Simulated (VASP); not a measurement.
# GaN (Imm2) in VASP: a series of runs

Runs on GaN. Level: PBE. Tasks: single point.

Program: VASP 6.6.1. These are calculated values, not measurements. Logs are shortened: lines on timing, memory, paths and dates and some standing lists are left out, and cuts for length are marked.

## (1) The cell of the first run

Symmetry: Imm2, No. 44, orthorhombic system. The conventional cell has a = 3.156 Å, b = 3.277 Å, c = 4.548 Å, α = 90.00°, β = 90.00°, γ = 90.00°. Within 2.6 Å of Ga (site symmetry mm2) lie 4 N at 1.95 to 1.99 Å. N (site symmetry mm2) has 4 Ga at 1.95 to 1.99 Å within 2.6 Å.

## (2) Single point, PBE (strain +0.0375 x Voigt [0, 0, 0, 1, 0, 0])

Input file INCAR:

```
PREC = Accurate ; ENCUT = 520
EDIFF = 1E-6 ; ISMEAR = 0
SIGMA = 0.05 ; LREAL = False
LASPH = True ; NELM = 60
ALGO = Normal ; ISIF = 2
LWAVE = False ; LCHARG = False
GGA = PE ; NBANDS = 16
```

Input file KPOINTS:

```
Automatic mesh
0
Gamma
  10 10 10
```

Input file POSCAR:

```
GaN
1.0
    0.0000000000      2.3168804589      2.3168804589
    2.2742384873      0.0426419716      2.2742384873
    2.2742384873      2.2742384873      0.0426419716
Ga N
1 1
Direct
    0.0000000000      0.0000000000      0.0000000000
    0.7500000000      0.7500000000      0.7500000000
```

Potentials or basis: VASP PAW PBE potentials, release 64 (Ga_d, N).

Launch:

```bash
> cat potpaw_PBE.64/Ga_d/POTCAR potpaw_PBE.64/N/POTCAR > POTCAR
> mpirun -np 1 vasp_std > vasp.out
```

OUTCAR:

```text
PREC = Accurate
   ENCUT = 520
   EDIFF = 1E-6
   ISMEAR = 0
   LREAL = False
   LASPH = True
   NELM = 60
   ISIF = 2
   GGA = PE

 ion  position               nearest neighbor table
   1  0.000  0.000  0.000-   2 1.95   2 1.95   2 1.99   2 1.99
   2  0.750  0.750  0.750-   1 1.95   1 1.95   1 1.99   1 1.99

  LATTYP: Found a body centered orthorhombic cell.
 ALAT       =     3.1559540582
 B/A-ratio  =     1.0382165605
 C/A-ratio  =     1.4412367514

  Lattice vectors:

 A1 = (  -2.2742384873,   2.2742384873,   0.0426419716)
 A2 = (  -2.2742384873,  -2.2742384873,  -0.0426419716)
 A3 = (   2.2742384873,   0.0426419716,   2.2742384873)

Analysis of symmetry for initial positions (statically):
=====================================================================
 Subroutine PRICEL returns:
 Original cell was already a primitive cell.

 Routine SETGRP: Setting up the symmetry group for a
 body centered orthorhombic supercell.

 Subroutine GETGRP returns: Found  4 space group operations
 (whereof  4 operations were pure point group operations)
 out of a pool of  8 trial point group operations.

The static configuration has the point symmetry C_2v.

Analysis of symmetry for dynamics (positions and initial velocities):
=====================================================================
 Subroutine PRICEL returns:
 Original cell was already a primitive cell.

 Routine SETGRP: Setting up the symmetry group for a
 body centered orthorhombic supercell.

 Subroutine GETGRP returns: Found  4 space group operations
 (whereof  4 operations were pure point group operations)
 out of a pool of  8 trial point group operations.

The dynamic configuration has the point symmetry C_2v.

 Subroutine INISYM returns: Found  4 space group operations
 (whereof  4 operations are pure point group operations),
 and found     1 'primitive' translations

----------------------------------------------------------------------------------------

                                     Primitive cell

  volume of cell :      23.5172

  direct lattice vectors                    reciprocal lattice vectors
     0.000000000  2.316880459  2.316880459    -0.219853812  0.215807422  0.215807422
     2.274238487  0.042641972  2.274238487     0.219853812 -0.224054840  0.224054840
     2.274238487  2.274238487  0.042641972     0.219853812  0.224054840 -0.224054840

  length of vectors
     3.276563767  3.216541579  3.216541579     0.376140114  0.385664156  0.385664156

  position of ions in fractional coordinates (direct lattice)
     0.000000000  0.000000000  0.000000000
     0.750000000  0.750000000  0.750000000

  ion indices of the primitive-cell ions
   primitive index   ion index
                 1           1
                 2           2

----------------------------------------------------------------------------------------

 KPOINTS: Automatic mesh

Automatic generation of k-mesh.
 Grid dimensions read from file:
 generate k-points for:   10   10   10

 Generating k-lattice:

  Cartesian coordinates                     Fractional coordinates (reciprocal lattice)
    -0.021985381  0.021580742  0.021580742     0.100000000 -0.000000000 -0.000000000
     0.021985381 -0.022405484  0.022405484     0.000000000  0.100000000  0.000000000
     0.021985381  0.022405484 -0.022405484     0.000000000  0.000000000  0.100000000

  Length of vectors
     0.037614011  0.038566416  0.038566416

  Shift w.r.t. Gamma in fractional coordinates (k-lattice)
     0.000000000  0.000000000  0.000000000

 Subroutine IBZKPT returns following result:
 ===========================================

 Found    171 irreducible k-points:

 Following reciprocal coordinates:
            Coordinates               Weight
  0.000000  0.000000  0.000000      1.000000
  0.100000 -0.000000  0.000000      4.000000
  0.200000 -0.000000  0.000000      4.000000
  0.300000  0.000000 -0.000000      4.000000
  0.400000  0.000000  0.000000      4.000000
  0.500000 -0.000000 -0.000000      2.000000
[... 16 lines left out ...]
 -0.400000  0.200000 -0.000000      8.000000
 -0.300000  0.200000  0.000000      8.000000
 [... further k-points ...]
   k-points           NKPTS =    171   k-points in BZ     NKDIM =    171   number of bands    NBANDS=     16
   number of dos      NEDOS =    301   number of ions     NIONS =      2
   total plane-waves  NPLWV =  13824
   dimension x,y,z NGX =    24 NGY =   24 NGZ =   24
   dimension x,y,z NGXF=    48 NGYF=   48 NGZF=   48
   ions per type =               1   1
   NGX,Y,Z   is equivalent  to a cutoff of  12.18, 12.40, 12.40 a.u.
   NGXF,Y,Z  is equivalent  to a cutoff of  24.35, 24.81, 24.81 a.u.
 SYSTEM =  unknown system
   PREC   = accura    normal or accurate (medium, high low for compatibility)
   ISTART =      0    job   : 0-new  1-cont  2-samecut
   ICHARG =      2    charge: 1-file 2-atom 10-const
   ISPIN  =      1    spin polarized calculation?
   LNONCOLLINEAR =      F non collinear calculations
   LSORBIT =      F    spin-orbit coupling
   LASPH  =      T    aspherical Exc in radial PAW
   ENCUT  =  520.0 eV  38.22 Ry    6.18 a.u.   6.09  5.98  5.98*2*pi/ulx,y,z
   NELM   =     60;   NELMIN=  2; NELMDL= -5     # of ELM steps
   EDIFF  = 0.1E-05   stopping-criterion for ELM
   LREAL  =      F    real-space projection
   EDIFFG = 0.1E-04   stopping-criterion for IOM
   NSW    =      0    number of steps for IOM
   IBRION =     -1    ionic relax: 0-MD 1-quasi-New 2-CG
   NFREE  =      0    steps in history (QN), initial steepest desc. (CG)
   ISIF   =      2    stress and relaxation
   ISYM   =      2    0-nonsym 1-usesym 2-fastsym
   POTIM  = 0.5000    time-step for ionic-motion
   TEBEG  =    0.0;   TEEND  =   0.0 temperature during run
   PSTRESS=    0.0 pullay stress
   NELECT =      18.0000    total number of electrons
   NUPDOWN=      -1.0000    fix difference up-down
   EMIN   =  10.00;   EMAX   =-10.00  energy-range for DOS
   EFERMI =   0.00;   METHOD = LEGACY
   ISMEAR =     0;   SIGMA  =   0.05  broadening in eV -4-tet -1-fermi 0-gaus
   EFERMI_NEDOS =   21; number of points for ismear=-14 and -15
   IALGO  =     38    algorithm
   IMIX   =      4    mixing-type and parameters
     AMIX     =   0.40;   BMIX     =  1.00
     AMIX_MAG =   1.60;   BMIX_MAG =  1.00
  volume/ion in A,a.u.               =      11.76        79.35
  Fermi-wavevector in a.u.,A,eV,Ry     =   1.497513  2.829889 30.511675  2.242545
  Thomas-Fermi vector in A             =   2.609391
   LORBIT       =      0    0 simple, 1 ext, 2 COOP (PROOUT), +10 PAW based schemes
   GGA     = PE    functional components
   LHFCALC =     F    Hartree Fock is set to
   AEXX    =    0.0000 exact exchange contribution
   IVDW    =     0    specifies the selected vdW correction
   LEPSILON=     F    determine dielectric tensor
   LRPA    =     F    only Hartree local field effects (RPA)
 non-spin polarized calculation
 Gauss-broadening in eV      SIGMA  =   0.05
  energy-cutoff  :      520.00
  volume of cell :       23.52
 maximum number of plane-waves:       648
   NGX = 13   NGY = 11   NGZ = 11

 number of electron      17.9999994 magnetization

 Free energy of the ion-electron system (eV)
  ---------------------------------------------------
  ext. energy  EPLUGINS =         0.00000000
  ---------------------------------------------------
  free energy    TOTEN  =       -12.13540871 eV

  energy without entropy =      -12.13540871  energy(sigma->0) =      -12.13540871

 E-fermi :   5.3705     XC(G=0): -11.5223

 val. band max:        5.0628588662   @ k =   0.0000   0.0000   0.0000
 cond. band min:       6.5164074625   @ k =   0.0000   0.0000   0.0000
 fundamental gap:      1.4535485963
 Fermi energy:         5.3705183232

 k-point     1 :       0.0000    0.0000    0.0000
  band No.  band energies     occupation
      1     -10.7220      2.00000
      2      -8.4360      2.00000
      3      -8.4335      2.00000
      4      -8.4329      2.00000
      5      -8.1411      2.00000
      6      -8.1406      2.00000
[... 8 lines left out ...]
     15      23.3995      0.00000
     16      23.6978      0.00000

 k-point     2 :       0.1000   -0.0000    0.0000
  band No.  band energies     occupation
      1     -10.6226      2.00000
      2      -8.4242      2.00000
      3      -8.4239      2.00000
      4      -8.3900      2.00000
      5      -8.1421      2.00000
      6      -8.1409      2.00000
[... 8 lines left out ...]
     15      22.5270      0.00000
     16      22.6382      0.00000

 k-point     3 :       0.2000   -0.0000    0.0000
  band No.  band energies     occupation
      1     -10.3749      2.00000
      2      -8.3985      2.00000
      3      -8.3967      2.00000
      4      -8.2245      2.00000
      5      -8.1404      2.00000
      6      -8.1380      2.00000
[... 8 lines left out ...]
     15      21.5312      0.00000
     16      21.9639      0.00000

 k-point     4 :       0.3000    0.0000   -0.0000
  band No.  band energies     occupation
      1     -10.1161      2.00000
      2      -8.3756      2.00000
      3      -8.3713      2.00000
      4      -8.1318      2.00000
      5      -8.1250      2.00000
      6      -7.8391      2.00000
[... 8 lines left out ...]
     15      21.8393      0.00000
     16      22.4596      0.00000
[... 324 lines left out ...]
 k-point    22 :       0.5000    0.2000   -0.0000
  band No.  band energies     occupation
      1      -9.8441      2.00000
      2      -8.3413      2.00000
      3      -8.2858      2.00000
      4      -8.1806      2.00000
      5      -8.0997      2.00000
      6      -6.8344      2.00000
[... 8 lines left out ...]
     15      25.0778      0.00000
     16      25.3857      0.00000

 k-point    23 :      -0.4000    0.2000   -0.0000
  band No.  band energies     occupation
      1      -9.8363      2.00000
      2      -8.3454      2.00000
      3      -8.2911      2.00000
      4      -8.1527      2.00000
      5      -8.1208      2.00000
      6      -6.7111      2.00000
[... 8 lines left out ...]
     15      23.2364      0.00000
     16      25.2746      0.00000

 k-point    24 :      -0.3000    0.2000    0.0000
  band No.  band energies     occupation
      1      -9.8898      2.00000
      2      -8.3466      2.00000
      3      -8.3073      2.00000
      4      -8.1493      2.00000
      5      -8.1425      2.00000
      6      -7.1208      2.00000
[... 8 lines left out ...]
     15      22.1201      0.00000
     16      25.4863      0.00000

 [... further k-points ...]
[... 5 lines left out ...]
  --------------------------------------------------------------------------------------
  -------------------------------------------------------------------------------------
  Total        0.0485672      0.0725358      0.0725358     -0.0000000     -0.9679868      0.0000000
  in kB        3.3087809      4.9417166      4.9417166     -0.0000000    -65.9469507      0.0000000
  external PRESSURE =       4.3974047 kB  Pullay stress =       0.0000000 kB

 VOLUME and BASIS-vectors are now :
 -----------------------------------------------------------------------------
  energy-cutoff  :      520.00
  volume of cell :       23.52
      direct lattice vectors                 reciprocal lattice vectors
     0.000000000  2.316880459  2.316880459    -0.219853812  0.215807422  0.215807422
     2.274238487  0.042641972  2.274238487     0.219853812 -0.224054840  0.224054840
     2.274238487  2.274238487  0.042641972     0.219853812  0.224054840 -0.224054840

 POSITION                                       TOTAL-FORCE (eV/Angst)
 -----------------------------------------------------------------------------------
      0.00000      0.00000      0.00000        -0.265712      0.000000      0.000000
      3.41136      3.47532      3.47532         0.265712     -0.000000     -0.000000
 -----------------------------------------------------------------------------------
    total drift:                               -0.000134      0.000000      0.000001

  FREE ENERGIE OF THE ION-ELECTRON SYSTEM (eV)
  ---------------------------------------------------
  free  energy   TOTEN  =       -12.1354087119 eV

  energy  without entropy=      -12.1354087119  energy(sigma->0) =      -12.13540871
```

Run time: 36 s. Hardware: 1 thread of Intel Xeon 6975P-C (Granite Rapids), shared host; peak memory 0.18 GiB.

What came out:

```yaml
Free_energy: -12.1354 eV
Pressure: 0.4 GPa
Largest_force: 0.266 eV/Å
Band_gap_on_the_k_mesh: 1.45 eV, direct
```

Forces on the atoms (eV/Å):
```
Ga  -0.266  0.000  0.000
N    0.266  0.000  0.000
```

Stress tensor (GPa, compression positive):
```
 0.33  0.00  0.00
 0.00  0.49 -6.59
 0.00 -6.59  0.49
```

Caveat: the cell differs from its parent crystal (strain +0.0375 x Voigt [0, 0, 0, 1, 0, 0]).

## (3) Single point, PBE (strain +0.0225 x Voigt [0, 0, 0, 1, 0, 0])

Input file INCAR:

```
SYSTEM = GaN
PREC = Accurate
ENCUT = 520
EDIFF = 1E-7
ISMEAR = 0
SIGMA = 0.05
LREAL = .False.
LASPH = .True.
NELM = 100
ALGO = Normal
ISIF = 2
LWAVE = .False.
LCHARG = .False.
GGA = PE
NBANDS = 16
```

Input file KPOINTS:

```
regular mesh
0
Gamma
  10 10 10
  0 0 0
```

Input file POSCAR:

```
GaN
1.0
    0.0000000000      2.2998236703      2.2998236703
    2.2742384873      0.0255851830      2.2742384873
    2.2742384873      2.2742384873      0.0255851830
Ga N
1 1
Direct
    0.0000000000      0.0000000000      0.0000000000
    0.7500000000      0.7500000000      0.7500000000
```

Potentials or basis: VASP PAW PBE potentials, release 64 (Ga_d, N).

Launch:

```bash
> cat potpaw_PBE.64/Ga_d/POTCAR potpaw_PBE.64/N/POTCAR > POTCAR
> mpirun -np 1 vasp_std > vasp.out
```

It took 39 s on 1 thread of Intel Xeon 6975P-C (Granite Rapids), shared host; peak memory 0.19 GiB.

The run converged. Its results:

```yaml
Free_energy: -12.1470 eV
Pressure: 0.2 GPa
Largest_force: 0.159 eV/Å
Band_gap_on_the_k_mesh: 1.50 eV, direct
```

Forces in eV/Å, atoms in the order of the input:
```
Ga  -0.159  0.000  0.000
N    0.159  0.000  0.000
```

Stress tensor (GPa, compression positive):
```
 0.16  0.00  0.00
 0.00  0.22 -3.95
 0.00 -3.95  0.22
```

Levels at points of the mesh, in eV from the valence-band top:
| k point | band 7 | band 8 | band 9 | band 10 | band 11 | band 12 |
| --- | --- | --- | --- | --- | --- | --- |
| (0.00, 0.00, 0.00) | -0.08 | -0.05 | 0.00 | 1.50 | 9.82 | 10.10 |
| (0.50, 0.00, 0.00) | -6.92 | -0.93 | -0.92 | 4.49 | 8.49 | 10.19 |
| (0.00, 0.50, 0.00) | -6.89 | -1.03 | -1.02 | 4.32 | 8.59 | 9.98 |
| (0.50, 0.50, 0.00) | -6.05 | -2.65 | -2.65 | 3.30 | 6.45 | 11.46 |
| (0.00, 0.50, 0.50) | -6.05 | -2.78 | -2.52 | 3.28 | 6.48 | 11.48 |

Caveat: the cell differs from its parent crystal (strain +0.0225 x Voigt [0, 0, 0, 1, 0, 0]).

## (4) Single point, PBE (strain +0.0075 x Voigt [0, 0, 0, 1, 0, 0])

Input file INCAR:

```
PREC     = Accurate       # precision mode
ENCUT    = 520            # plane-wave cutoff, eV
EDIFF    = 1E-7           # SCF threshold, eV
ISMEAR   = 0              # smearing method
SIGMA    = 0.05           # smearing width, eV
LREAL    = F              # projectors in reciprocal space
LASPH    = T              # aspherical terms in the spheres
NELM     = 100            # most SCF steps
ALGO     = Normal         # electronic algorithm
ISIF     = 2              # what is computed and relaxed
LWAVE    = F              # write WAVECAR
LCHARG   = F              # write CHGCAR
GGA      = PE             # functional
NBANDS   = 16             # bands
```

Input file KPOINTS:

```
Automatic mesh
0
Gamma
  10 10 10
```

Input file POSCAR:

```
GaN
1.0
    0.0000000000      2.2827668816      2.2827668816
    2.2742384873      0.0085283943      2.2742384873
    2.2742384873      2.2742384873      0.0085283943
Ga N
1 1
Direct
    0.0000000000      0.0000000000      0.0000000000
    0.7500000000      0.7500000000      0.7500000000
```

Launch:

```bash
> cat potpaw_PBE.64/Ga_d/POTCAR potpaw_PBE.64/N/POTCAR > POTCAR
> mpirun -np 1 vasp_std > vasp.out
```

It took 36 s on 1 thread of Intel Xeon 6975P-C (Granite Rapids), shared host; peak memory 0.18 GiB.

The run converged. Its results:

```
Free energy            : -12.1528 eV
Pressure               : 0.1 GPa
Largest force          : 0.053 eV/Å
Band gap on the k mesh : 1.53 eV, direct
```

Forces on the atoms (eV/Å):
```
Ga  -0.053  0.000  0.000
N    0.053  0.000  0.000
```

Stress tensor (GPa, compression positive):
```
 0.09  0.00  0.00
 0.00  0.10 -1.32
 0.00 -1.32  0.10
```

Levels at points of the mesh, in eV from the valence-band top:
| k point | band 6 | band 7 | band 8 | band 9 | band 10 | band 11 | band 12 | band 13 |
| --- | --- | --- | --- | --- | --- | --- | --- | --- |
| (0.00, 0.00, 0.00) | -13.14 | -0.03 | -0.01 | 0.00 | 1.53 | 10.03 | 10.12 | 10.21 |
| (0.50, 0.00, 0.00) | -11.91 | -6.88 | -0.93 | -0.93 | 4.47 | 8.56 | 10.21 | 10.28 |
| (0.00, 0.50, 0.00) | -11.88 | -6.87 | -0.97 | -0.96 | 4.41 | 8.59 | 10.14 | 10.21 |
| (0.50, 0.50, 0.00) | -11.47 | -6.02 | -2.62 | -2.62 | 3.33 | 6.48 | 11.50 | 13.66 |
| (0.00, 0.50, 0.50) | -11.47 | -6.02 | -2.66 | -2.58 | 3.33 | 6.49 | 11.50 | 13.61 |

Caveat: the cell differs from its parent crystal (strain +0.0075 x Voigt [0, 0, 0, 1, 0, 0]).

## (5) Overview

| cell | gap on the mesh (eV) | pressure (GPa) | largest force (eV/Å) |
| --- | --- | --- | --- |
| a = 3.277, b = 3.217, c = 3.217 Å, angles 58.8, 59.4, 59.4°, 2 atoms | 1.45 | 0.4 | 0.27 |
| a = 3.252, b = 3.216, c = 3.216 Å, angles 59.3, 59.6, 59.6°, 2 atoms | 1.50 | 0.2 | 0.16 |
| a = 3.228, b = 3.216, c = 3.216 Å, angles 59.8, 59.9, 59.9°, 2 atoms | 1.53 | 0.1 | 0.05 |

Alike in all rows: task single point; level PBE; potentials or basis VASP PAW PBE potentials, release 64 (Ga_d, N); no spin polarisation; k mesh 10 × 10 × 10; cutoff (eV) 520; smearing gaussian 0.05 eV.

Absolute energies hang on the potentials; compare differences alone.
